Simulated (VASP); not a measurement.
# I (Fmmm) in VASP: notebook

The runs below take I through single point, with r2SCAN, HSE06, PBE0, r2SCAN0.

Everything below comes from runs of VASP 6.6.1. Logs are shortened: lines on timing, memory, paths and dates and some standing lists are left out, and cuts for length are marked.

## (1) The cell of the first run

It takes space group Fmmm (No. 69, orthorhombic). The conventional cell has a = 4.384 Å, b = 4.731 Å, c = 7.820 Å, α = 90.00°, β = 90.00°, γ = 90.00°. I (site symmetry mmm) has 4 I at 3.23 Å within 4.2 Å.

## (2) Single point, r2SCAN

POSCAR reads:

```
I
1.0
    0.0000000000      2.3656004428      3.9098401324
    2.1922454667      0.0000000000      3.9098401324
    2.1922454667      2.3656004428      0.0000000000
I
1
Direct
    0.0000000000      0.0000000000      0.0000000000
```

INCAR.step1 reads:

```
SYSTEM = I
  PREC = Accurate
  ENCUT = 520
  ISMEAR = -1
  SIGMA = 0.05
  LREAL = .FALSE.
  LASPH = .TRUE.
  NELM = 100
  NBANDS = 10
  GGA = PE
  ALGO = Normal
  EDIFF = 1E-4
  LWAVE = .TRUE.
  LCHARG = .FALSE.
```

INCAR.step2 reads:

```
SYSTEM = I
  PREC = Accurate
  ENCUT = 520
  EDIFF = 1E-6
  ISMEAR = -1
  SIGMA = 0.05
  LREAL = .FALSE.
  LASPH = .TRUE.
  NELM = 100
  ALGO = Normal
  ISIF = 2
  LWAVE = .FALSE.
  LCHARG = .TRUE.
  METAGGA = R2SCAN
  LMIXTAU = .TRUE.
  LELF = .TRUE.
  LVHAR = .TRUE.
  NBANDS = 10
  ISTART = 1
```

KPOINTS reads:

```
Automatic mesh
0
G
  5 5 5
  0 0 0
```

Potentials or basis: VASP PAW PBE potentials, release 64 (I).

Command:

```bash
cat potpaw_PBE.64/I/POTCAR > POTCAR
cp INCAR.step1 INCAR
mpirun -np 1 vasp_std > vasp.out
cp INCAR.step2 INCAR
mpirun -np 1 vasp_std > vasp.out
```

OUTCAR:

```text
SYSTEM = I
   PREC = Accurate
   ENCUT = 520
   EDIFF = 1E-6
   ISMEAR = -1
   LREAL = .FALSE.
   LASPH = .TRUE.
   NELM = 100
   ISIF = 2
   METAGGA = R2SCAN
   ISTART = 1

 ion  position               nearest neighbor table
   1  0.000  0.000  0.000-

  LATTYP: Found a face centered orthorhombic cell.
 ALAT       =     4.3844909334
 B/A-ratio  =     1.0790764441
 C/A-ratio  =     1.7834864717

  Lattice vectors:

 A1 = (   0.0000000000,   2.3656004428,   3.9098401324)
 A2 = (   2.1922454667,   0.0000000000,   3.9098401324)
 A3 = (   2.1922454667,   2.3656004428,   0.0000000000)

Analysis of symmetry for initial positions (statically):
=====================================================================
 Subroutine PRICEL returns:
 Original cell was already a primitive cell.

 Routine SETGRP: Setting up the symmetry group for a
 face centered orthorhombic supercell.

 Subroutine GETGRP returns: Found  8 space group operations
 (whereof  8 operations were pure point group operations)
 out of a pool of  8 trial point group operations.

The static configuration has the point symmetry D_2h.

Analysis of symmetry for dynamics (positions and initial velocities):
=====================================================================
 Subroutine PRICEL returns:
 Original cell was already a primitive cell.

 Routine SETGRP: Setting up the symmetry group for a
 face centered orthorhombic supercell.

 Subroutine GETGRP returns: Found  8 space group operations
 (whereof  8 operations were pure point group operations)
 out of a pool of  8 trial point group operations.

The dynamic configuration has the point symmetry D_2h.

 Subroutine INISYM returns: Found  8 space group operations
 (whereof  8 operations are pure point group operations),
 and found     1 'primitive' translations

----------------------------------------------------------------------------------------

                                     Primitive cell

  volume of cell :      40.5527

  direct lattice vectors                    reciprocal lattice vectors
     0.000000000  2.365600443  3.909840132    -0.228076649  0.211362828  0.127882467
     2.192245467  0.000000000  3.909840132     0.228076649 -0.211362828  0.127882467
     2.192245467  2.365600443  0.000000000     0.228076649  0.211362828 -0.127882467

  length of vectors
     4.569782852  4.482498193  3.225214046     0.336224818  0.336224818  0.336224818
[... 82 lines left out ...]
   NSW    =      0    number of steps for IOM
   IBRION =     -1    ionic relax: 0-MD 1-quasi-New 2-CG
   NFREE  =      0    steps in history (QN), initial steepest desc. (CG)
   ISIF   =      2    stress and relaxation
   ISYM   =      2    0-nonsym 1-usesym 2-fastsym
   POTIM  = 0.5000    time-step for ionic-motion
   TEBEG  =    0.0;   TEEND  =   0.0 temperature during run
   PSTRESS=    0.0 pullay stress
   NELECT =       7.0000    total number of electrons
   NUPDOWN=      -1.0000    fix difference up-down
   EMIN   =  10.00;   EMAX   =-10.00  energy-range for DOS
   EFERMI =   0.00;   METHOD = LEGACY
   ISMEAR =    -1;   SIGMA  =   0.05  broadening in eV -4-tet -1-fermi 0-gaus
   EFERMI_NEDOS =   21; number of points for ismear=-14 and -15
   IALGO  =     38    algorithm
   IMIX   =      4    mixing-type and parameters
     AMIX     =   0.40;   BMIX     =  1.00
     AMIX_MAG =   1.60;   BMIX_MAG =  1.00
  volume/ion in A,a.u.               =      40.55       273.66
  Fermi-wavevector in a.u.,A,eV,Ry     =   0.911523  1.722529 11.304731  0.830874
  Thomas-Fermi vector in A             =   2.035812
   LORBIT       =      0    0 simple, 1 ext, 2 COOP (PROOUT), +10 PAW based schemes
   METAGGA = R2SCAN    functional components
   LHFCALC =     F    Hartree Fock is set to
   AEXX    =    0.0000 exact exchange contribution
   IVDW    =     0    specifies the selected vdW correction
   LEPSILON=     F    determine dielectric tensor
   LRPA    =     F    only Hartree local field effects (RPA)
 non-spin polarized calculation
  energy-cutoff  :      520.00
  volume of cell :       40.55
 maximum number of plane-waves:      1106
 NGX is ok and might be reduce to    36
   NGX = 17   NGY = 17   NGZ = 11

 number of electron       7.0000000 magnetization

 Free energy of the ion-electron system (eV)
  ---------------------------------------------------
  ext. energy  EPLUGINS =         0.00000000
  ---------------------------------------------------
  free energy    TOTEN  =       -24.42364657 eV

  energy without entropy =      -24.41008697  energy(sigma->0) =      -24.41686677

 E-fermi :   2.5253     XC(G=0):  -8.6793

 val. band max:        2.5244019569   @ k =  -0.4000   0.2000   0.2000
 cond. band min:       2.5559541294   @ k =   0.4000   0.0000   0.2000
 fundamental gap:      0.0315521725
 Fermi energy:         2.5253017105

 k-point     1 :       0.0000    0.0000    0.0000
  band No.  band energies     occupation
      1     -11.1376      2.00000
      2       1.1791      2.00000
      3       4.1001      0.00000
      4       4.4359      0.00000
      5       8.2807      0.00000
      6      11.2011      0.00000
      7      12.2090      0.00000
      8      15.9978      0.00000
      9      16.3328      0.00000
     10      16.4363      0.00000
[... 287 lines left out ...]
 k-point    24 :      -0.4000    0.2000    0.4000
  band No.  band energies     occupation
      1      -8.5470      2.00000
      2      -0.7275      2.00000
      3      -0.2350      2.00000
      4       2.3342      1.95716
      5       8.4636      0.00000
      6      10.6857      0.00000
      7      11.3812      0.00000
      8      14.2968      0.00000
      9      16.2531      0.00000
     10      20.6557      0.00000

 [... further k-points ...]

------------------------ aborting loop because EDIFF is reached ----------------------------------------

  FORCE on cell =-STRESS in cart. coord.  units (eV):
  Direction    XX          YY          ZZ          XY          YZ          ZX
  --------------------------------------------------------------------------------------
  -------------------------------------------------------------------------------------
  Total       -0.1962159      0.1179812      0.0048449      0.0000000      0.0000000      0.0000000
  in kB       -7.7522053      4.6612642      0.1914165      0.0000000      0.0000000      0.0000000
  external PRESSURE =      -0.9665082 kB  Pullay stress =       0.0000000 kB

 VOLUME and BASIS-vectors are now :
 -----------------------------------------------------------------------------
  energy-cutoff  :      520.00
  volume of cell :       40.55
      direct lattice vectors                 reciprocal lattice vectors
     0.000000000  2.365600443  3.909840132    -0.228076649  0.211362828  0.127882467
     2.192245467  0.000000000  3.909840132     0.228076649 -0.211362828  0.127882467
     2.192245467  2.365600443  0.000000000     0.228076649  0.211362828 -0.127882467

 POSITION                                       TOTAL-FORCE (eV/Angst)
 -----------------------------------------------------------------------------------
      0.00000      0.00000      0.00000         0.000000      0.000000      0.000000
 -----------------------------------------------------------------------------------
    total drift:                                0.000000      0.000000      0.000000

  FREE ENERGIE OF THE ION-ELECTRON SYSTEM (eV)
  ---------------------------------------------------
  free  energy   TOTEN  =       -24.4236465719 eV

  energy  without entropy=      -24.4100869693  energy(sigma->0) =      -24.41686677
```

OUTCAR.step1:

```text
SYSTEM = I
   PREC = Accurate
   ENCUT = 520
   ISMEAR = -1
   LREAL = .FALSE.
   LASPH = .TRUE.
[... 529 lines left out ...]

 POSITION                                       TOTAL-FORCE (eV/Angst)
 -----------------------------------------------------------------------------------
      0.00000      0.00000      0.00000         0.000000      0.000000      0.000000
 -----------------------------------------------------------------------------------
    total drift:                                0.000000      0.000000      0.000000

  FREE ENERGIE OF THE ION-ELECTRON SYSTEM (eV)
  ---------------------------------------------------
  free  energy   TOTEN  =        -1.4193213404 eV

  energy  without entropy=       -1.4049127426  energy(sigma->0) =       -1.41211704
```

OSZICAR.step1:

```text
N       E                     dE             d eps       ncg     rms          rms(c)
DAV:   1     0.204004185842E+02    0.20400E+02   -0.24332E+03   540   0.491E+02
DAV:   2    -0.578112003752E+00   -0.20979E+02   -0.20500E+02   684   0.848E+01
DAV:   3    -0.143628059076E+01   -0.85817E+00   -0.84679E+00   666   0.173E+01
DAV:   4    -0.144373536348E+01   -0.74548E-02   -0.74536E-02   684   0.195E+00
DAV:   5    -0.144385234369E+01   -0.11698E-03   -0.11698E-03   694   0.224E-01    0.513E+00
DAV:   6    -0.142404415058E+01    0.19808E-01   -0.17250E-02   580   0.615E-01    0.321E+00
DAV:   7    -0.142025094108E+01    0.37932E-02   -0.28684E-02   574   0.823E-01    0.275E-01
DAV:   8    -0.142018538944E+01    0.65552E-04   -0.80390E-03   562   0.432E-01    0.173E-01
DAV:   9    -0.141932470310E+01    0.86069E-03   -0.12591E-03   574   0.172E-01    0.266E-02
DAV:  10    -0.141932134043E+01    0.33627E-05   -0.77442E-05   368   0.522E-02
   1 F= -.14193213E+01 E0= -.14121170E+01  d E =-.144086E-01
```

Run time: 39 s. Hardware: 1 thread of Intel Xeon Platinum 8259CL at 2.50GHz (Skylake/Cascade Lake), shared host; peak memory 0.17 GiB.

What came out:

```
Free energy            : -24.4236 eV
Pressure               : -0.1 GPa
Band gap on the k mesh : zero (an odd number of electrons rules out a gap without spin polarisation)
```

Stress tensor (GPa, compression positive):
```
-0.78  0.00  0.00
 0.00  0.47  0.00
 0.00  0.00  0.02
```

Caveat: the k points lie up to 0.42 Å⁻¹ apart, too coarse for converged energies and pressures of a metal; the PAW data sets were made with another functional, which shifts forces and pressure a little; spin-orbit coupling is left out, which moves the levels of the heavy elements; an odd number of electrons without spin polarisation forces a metal; a magnetic or distorted state may lie lower.

(Part 1 of 2 ends here.)
